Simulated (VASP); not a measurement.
# PbSe (Fm-3m) in VASP: a series of runs

PbSe is run at these levels: LDA; tasks: single point.

Everything below comes from runs of VASP 6.6.1. Logs are shortened: lines on timing, memory, paths and dates and some standing lists are left out, and cuts for length are marked.

## 1. The cell of the first run

Symmetry: Fm-3m, No. 225, cubic system. The conventional cell has a = 6.041 Å, b = 6.041 Å, c = 6.041 Å, α = 90.00°, β = 90.00°, γ = 90.00°. Within 4.0 Å of Pb (site symmetry m-3m) lie 6 Se at 3.02 Å. Within 4.0 Å of Se (site symmetry m-3m) lie 6 Pb at 3.02 Å.

## 2. Single point, LDA, non-collinear spin, zero start, spin-orbit coupling

INCAR

```
PREC = Accurate ; ENCUT = 520
EDIFF = 1E-7 ; ISMEAR = -1
SIGMA = 0.1 ; LREAL = False
LASPH = True ; NELM = 150
ALGO = Normal ; ISIF = 2
LWAVE = False ; LCHARG = False
MAGMOM = 0 0 0 0 0 0 ; LORBIT = 11
LSORBIT = True ; GGA_COMPAT = False
LORBMOM = True ; GGA = CA
NBANDS = 32
```

KPOINTS

```
Automatic mesh
0
Gamma
  10 10 10
```

POSCAR

```
PbSe
1.0
    0.0000000000      3.0203918573      3.0203918573
    3.0203918573      0.0000000000      3.0203918573
    3.0203918573      3.0203918573      0.0000000000
Pb Se
1 1
Direct
    0.0000000000      0.0000000000      0.0000000000
    0.5000000000      0.5000000000      0.5000000000
```

Potentials or basis: VASP PAW LDA potentials, release 64 (Pb_d, Se).

On the command line:

```console
$ cat potpaw_LDA.64/Pb_d/POTCAR potpaw_LDA.64/Se/POTCAR > POTCAR
$ mpirun -np 1 vasp_ncl > vasp.out
```

OUTCAR:

```text
PREC = Accurate
   ENCUT = 520
   EDIFF = 1E-7
   ISMEAR = -1
   LREAL = False
   LASPH = True
   NELM = 150
   ISIF = 2
   LORBIT = 11
   LSORBIT = True
   GGA = CA

 ion  position               nearest neighbor table
   1  0.000  0.000  0.000-   2 3.02   2 3.02   2 3.02   2 3.02   2 3.02   2 3.02
   2  0.500  0.500  0.500-   1 3.02   1 3.02   1 3.02   1 3.02   1 3.02   1 3.02

  LATTYP: Found a face centered cubic cell.
 ALAT       =     6.0407837146

  Lattice vectors:

 A1 = (   0.0000000000,   3.0203918573,   3.0203918573)
 A2 = (   3.0203918573,   0.0000000000,   3.0203918573)
 A3 = (   3.0203918573,   3.0203918573,   0.0000000000)

Analysis of symmetry for initial positions (statically):
=====================================================================
 Subroutine PRICEL returns:
 Original cell was already a primitive cell.

 Routine SETGRP: Setting up the symmetry group for a
 face centered cubic supercell.

 Subroutine GETGRP returns: Found 48 space group operations
 (whereof 48 operations were pure point group operations)
 out of a pool of 48 trial point group operations.

The static configuration has the point symmetry O_h .

Analysis of symmetry for dynamics (positions and initial velocities):
=====================================================================
 Subroutine PRICEL returns:
 Original cell was already a primitive cell.

 Routine SETGRP: Setting up the symmetry group for a
 face centered cubic supercell.

 Subroutine GETGRP returns: Found 48 space group operations
 (whereof 48 operations were pure point group operations)
 out of a pool of 48 trial point group operations.

The dynamic configuration has the point symmetry O_h .

Analysis of structural, dynamic, and magnetic symmetry:
=====================================================================
 Subroutine PRICEL returns:
 Original cell was already a primitive cell.

 Routine SETGRP: Setting up the symmetry group for a
 face centered cubic supercell.

 Subroutine GETGRP returns: Found 48 space group operations
 (whereof 48 operations were pure point group operations)
 out of a pool of 48 trial point group operations.

The overall configuration has the point symmetry O_h .

 Subroutine INISYM returns: Found 48 space group operations
 (whereof 48 operations are pure point group operations),
 and found     1 'primitive' translations

----------------------------------------------------------------------------------------

                                     Primitive cell

  volume of cell :      55.1087

  direct lattice vectors                    reciprocal lattice vectors
     0.000000000  3.020391857  3.020391857    -0.165541434  0.165541434  0.165541434
     3.020391857  0.000000000  3.020391857     0.165541434 -0.165541434  0.165541434
     3.020391857  3.020391857  0.000000000     0.165541434  0.165541434 -0.165541434

  length of vectors
     4.271479128  4.271479128  4.271479128     0.286726175  0.286726175  0.286726175

  position of ions in fractional coordinates (direct lattice)
     0.000000000  0.000000000  0.000000000
     0.500000000  0.500000000  0.500000000

  ion indices of the primitive-cell ions
   primitive index   ion index
                 1           1
                 2           2

----------------------------------------------------------------------------------------

 KPOINTS: Automatic mesh

Automatic generation of k-mesh.
 Grid dimensions read from file:
 generate k-points for:   10   10   10

 Generating k-lattice:

  Cartesian coordinates                     Fractional coordinates (reciprocal lattice)
    -0.016554143  0.016554143  0.016554143     0.100000000  0.000000000  0.000000000
     0.016554143 -0.016554143  0.016554143     0.000000000  0.100000000  0.000000000
     0.016554143  0.016554143 -0.016554143     0.000000000  0.000000000  0.100000000

  Length of vectors
     0.028672617  0.028672617  0.028672617

  Shift w.r.t. Gamma in fractional coordinates (k-lattice)
     0.000000000  0.000000000  0.000000000

 Subroutine IBZKPT returns following result:
 ===========================================

 Found     47 irreducible k-points:

 Following reciprocal coordinates:
            Coordinates               Weight
  0.000000  0.000000  0.000000      1.000000
  0.100000  0.000000  0.000000      8.000000
  0.200000  0.000000  0.000000      8.000000
  0.300000  0.000000  0.000000      8.000000
  0.400000  0.000000  0.000000      8.000000
  0.500000  0.000000  0.000000      4.000000
[... 16 lines left out ...]
  0.300000  0.300000  0.000000      6.000000
  0.400000  0.300000  0.000000     24.000000
 [... further k-points ...]
[... 23 lines left out ...]
   NFREE  =      0    steps in history (QN), initial steepest desc. (CG)
   ISIF   =      2    stress and relaxation
   ISYM   =      2    0-nonsym 1-usesym 2-fastsym
   POTIM  = 0.5000    time-step for ionic-motion
   TEBEG  =    0.0;   TEEND  =   0.0 temperature during run
   PSTRESS=    0.0 pullay stress
   NELECT =      20.0000    total number of electrons
   NUPDOWN=      -1.0000    fix difference up-down
   EMIN   =  10.00;   EMAX   =-10.00  energy-range for DOS
   EFERMI =   0.00;   METHOD = LEGACY
   ISMEAR =    -1;   SIGMA  =   0.10  broadening in eV -4-tet -1-fermi 0-gaus
   EFERMI_NEDOS =   21; number of points for ismear=-14 and -15
   IALGO  =     38    algorithm
   IMIX   =      4    mixing-type and parameters
     AMIX     =   0.40;   BMIX     =  1.00
     AMIX_MAG =   1.60;   BMIX_MAG =  1.00
  volume/ion in A,a.u.               =      27.55       185.95
  Fermi-wavevector in a.u.,A,eV,Ry     =   1.167737  2.206702 18.553022  1.363609
  Thomas-Fermi vector in A             =   2.304233
   LORBIT       =     11    0 simple, 1 ext, 2 COOP (PROOUT), +10 PAW based schemes
   GGA     = CA    functional components
   LHFCALC =     F    Hartree Fock is set to
   AEXX    =    0.0000 exact exchange contribution
   IVDW    =     0    specifies the selected vdW correction
   LEPSILON=     F    determine dielectric tensor
   LRPA    =     F    only Hartree local field effects (RPA)
  energy-cutoff  :      520.00
  volume of cell :       55.11
 maximum number of plane-waves:      3048
   NGX = 15   NGY = 15   NGZ = 15

 number of electron      20.0000000 magnetization       0.0000000      0.0000000      0.0000000

 number of electron      20.0000005 magnetization      -0.0000000      0.0000000      0.0000000

 number of electron      20.0000005 magnetization       0.0000000     -0.0000000     -0.0000000

 Free energy of the ion-electron system (eV)
  ---------------------------------------------------
  ext. energy  EPLUGINS =         0.00000000
  ---------------------------------------------------
  free energy    TOTEN  =        -9.90493347 eV

  energy without entropy =       -9.90230864  energy(sigma->0) =       -9.90362105

 E-fermi :   5.3396     XC(G=0): -10.0229

 val. band max:        5.0896343408   @ k =   0.5000   0.0000   0.0000
 cond. band min:       5.4484707955   @ k =   0.5000   0.0000   0.0000
 fundamental gap:      0.3588364547
 Fermi energy:         5.3395745769

 k-point     1 :       0.0000    0.0000    0.0000
  band No.  band energies     occupation
      1     -12.8964      1.00000
      2     -12.8964      1.00000
      3     -12.8964      1.00000
      4     -12.8964      1.00000
      5     -10.3407      1.00000
      6     -10.3407      1.00000
[... 829 lines left out ...]
     31      16.1904      0.00000
     32      16.1904      0.00000

 [... further k-points ...]

------------------------ aborting loop because EDIFF is reached ----------------------------------------

  FORCE on cell =-STRESS in cart. coord.  units (eV):
  Direction    XX          YY          ZZ          XY          YZ          ZX
  --------------------------------------------------------------------------------------
  -------------------------------------------------------------------------------------
  Total       -0.0656434     -0.0656434     -0.0656434      0.0000000      0.0000000     -0.0000000
  in kB       -1.9084542     -1.9084542     -1.9084542      0.0000000      0.0000000     -0.0000000
  external PRESSURE =      -1.9084542 kB  Pullay stress =       0.0000000 kB

 VOLUME and BASIS-vectors are now :
 -----------------------------------------------------------------------------
  energy-cutoff  :      520.00
  volume of cell :       55.11
      direct lattice vectors                 reciprocal lattice vectors
     0.000000000  3.020391857  3.020391857    -0.165541434  0.165541434  0.165541434
     3.020391857  0.000000000  3.020391857     0.165541434 -0.165541434  0.165541434
     3.020391857  3.020391857  0.000000000     0.165541434  0.165541434 -0.165541434

 POSITION                                       TOTAL-FORCE (eV/Angst)
 -----------------------------------------------------------------------------------
      0.00000      0.00000      0.00000        -0.000000     -0.000000      0.000000
      3.02039      3.02039      3.02039         0.000000      0.000000     -0.000000
 -----------------------------------------------------------------------------------
    total drift:                                0.000000     -0.000000     -0.000000

  FREE ENERGIE OF THE ION-ELECTRON SYSTEM (eV)
  ---------------------------------------------------
  free  energy   TOTEN  =        -9.9049334660 eV

  energy  without entropy=       -9.9023086380  energy(sigma->0) =       -9.90362105

 orbital moment (x)

 # of ion     p       d       tot
 ----------------------------------------
  1         0.000  -0.000  -0.000
  2         0.000   0.000   0.000
 ----------------------------------------
            0.000  -0.000  -0.000

 orbital moment (y)

 # of ion     p       d       tot
 ----------------------------------------
  1         0.000  -0.000  -0.000
  2         0.000  -0.000  -0.000
 ----------------------------------------
            0.000  -0.000  -0.000

 orbital moment (z)

 # of ion     p       d       tot
 ----------------------------------------
  1         0.000   0.000   0.000
  2         0.000   0.000   0.000
 ----------------------------------------
            0.000   0.000   0.000

 Spin-Orbit-Coupling matrix elements

 Ion:    1  E_soc:     -0.8859228
 l=   1
     0.0000000    -0.0791096    -0.0791096
    -0.0791096     0.0000000    -0.0791096
    -0.0791096    -0.0791096     0.0000000
 l=   2
     0.0000000    -0.0137748     0.0000000    -0.0137748    -0.0547695
    -0.0137748     0.0000000    -0.0410771    -0.0137748    -0.0136924
     0.0000000    -0.0410771     0.0000000    -0.0410771     0.0000000
    -0.0137748    -0.0137748    -0.0410771     0.0000000    -0.0136924
    -0.0547695    -0.0136924     0.0000000    -0.0136924     0.0000000
 l=   3
     0.0000000     0.0000000     0.0000000     0.0000000     0.0000000     0.0000000     0.0000000
     0.0000000     0.0000000     0.0000000     0.0000000     0.0000000     0.0000000     0.0000000
     0.0000000     0.0000000     0.0000000     0.0000000     0.0000000     0.0000000     0.0000000
     0.0000000     0.0000000     0.0000000     0.0000000     0.0000000     0.0000000     0.0000000
     0.0000000     0.0000000     0.0000000     0.0000000     0.0000000     0.0000000     0.0000000
     0.0000000     0.0000000     0.0000000     0.0000000     0.0000000     0.0000000     0.0000000
     0.0000000     0.0000000     0.0000000     0.0000000     0.0000000     0.0000000     0.0000000

 Ion:    2  E_soc:     -0.0522343
 l=   1
     0.0000000    -0.0087261    -0.0087261
    -0.0087261     0.0000000    -0.0087261
    -0.0087261    -0.0087261     0.0000000
 l=   2
     0.0000000    -0.0000026     0.0000000    -0.0000026     0.0000229
    -0.0000026     0.0000000     0.0000172    -0.0000026     0.0000057
     0.0000000     0.0000172     0.0000000     0.0000172     0.0000000
    -0.0000026    -0.0000026     0.0000172     0.0000000     0.0000057
     0.0000229     0.0000057     0.0000000     0.0000057     0.0000000
 l=   3
     0.0000000     0.0000000     0.0000000     0.0000000     0.0000000     0.0000000     0.0000000
     0.0000000     0.0000000     0.0000000     0.0000000     0.0000000     0.0000000     0.0000000
     0.0000000     0.0000000     0.0000000     0.0000000     0.0000000     0.0000000     0.0000000
     0.0000000     0.0000000     0.0000000     0.0000000     0.0000000     0.0000000     0.0000000
     0.0000000     0.0000000     0.0000000     0.0000000     0.0000000     0.0000000     0.0000000
     0.0000000     0.0000000     0.0000000     0.0000000     0.0000000     0.0000000     0.0000000
     0.0000000     0.0000000     0.0000000     0.0000000     0.0000000     0.0000000     0.0000000

 total charge

# of ion       s       p       d       tot
------------------------------------------
    1        1.458   0.604   9.840  11.902
    2        1.479   2.314   0.021   3.814
--------------------------------------------------
tot          2.937   2.918   9.861  15.715

 magnetization (x)

# of ion       s       p       d       tot
------------------------------------------
    1       -0.000   0.000   0.000  -0.000
    2       -0.000  -0.000   0.000  -0.000
--------------------------------------------------
tot         -0.000   0.000   0.000  -0.000

 magnetization (y)

# of ion       s       p       d       tot
------------------------------------------
    1       -0.000  -0.000  -0.000  -0.000
    2       -0.000   0.000   0.000  -0.000
--------------------------------------------------
tot         -0.000  -0.000   0.000  -0.000

 magnetization (z)

# of ion       s       p       d       tot
------------------------------------------
    1        0.000   0.000   0.000   0.000
    2        0.000   0.000   0.000   0.000
--------------------------------------------------
tot          0.000   0.000   0.000   0.000
```

Run time: 78 s. Hardware: 1 thread of Intel Xeon Platinum 8488C (Sapphire Rapids), shared host; peak memory 0.31 GiB.

What came out:

```
Free energy                                           : -9.9049 eV
Pressure                                              : -0.2 GPa
Net moment                                            : 0.00 μB per cell
Valence electrons inside the program's atomic spheres : Pb 11.90; Se 3.81
```

Moments on the atoms (μB; x, y, z):
```
Pb  0.00 0.00 0.00
Se  0.00 0.00 0.00
```

## 3. Single point, LDA, non-collinear spin, zero start, spin-orbit coupling

INCAR

```
PREC = Accurate ; ENCUT = 520
EDIFF = 1E-6 ; ISMEAR = -1
SIGMA = 0.1 ; LREAL = False
LASPH = True ; NELM = 150
ALGO = Normal ; ISIF = 2
LWAVE = False ; LCHARG = False
MAGMOM = 0 0 0 0 0 0 ; LORBIT = 11
LSORBIT = True ; GGA_COMPAT = False
LORBMOM = True ; NBANDS = 32
```

KPOINTS

```
regular mesh
0
Gamma
  10 10 10
```

POSCAR is that of step 2.

Potentials or basis: VASP PAW LDA potentials, release 64 (Pb_d, Se).

On the command line:

```console
$ cat potpaw_LDA.64/Pb_d/POTCAR potpaw_LDA.64/Se/POTCAR > POTCAR
$ mpirun -np 1 vasp_ncl > vasp.out
```

It took 74 s on 1 thread of Intel Xeon Platinum 8488C (Sapphire Rapids), shared host; peak memory 0.31 GiB.

Results (log left out):

- Free energy: -9.9049 eV
- Pressure: -0.2 GPa
- Net moment: 0.00 μB per cell
- Valence electrons inside the program's atomic spheres: Pb 11.90; Se 3.81

Moments on the atoms (μB; x, y, z):
```
Pb  0.00 0.00 0.00
Se  0.00 0.00 0.00
```
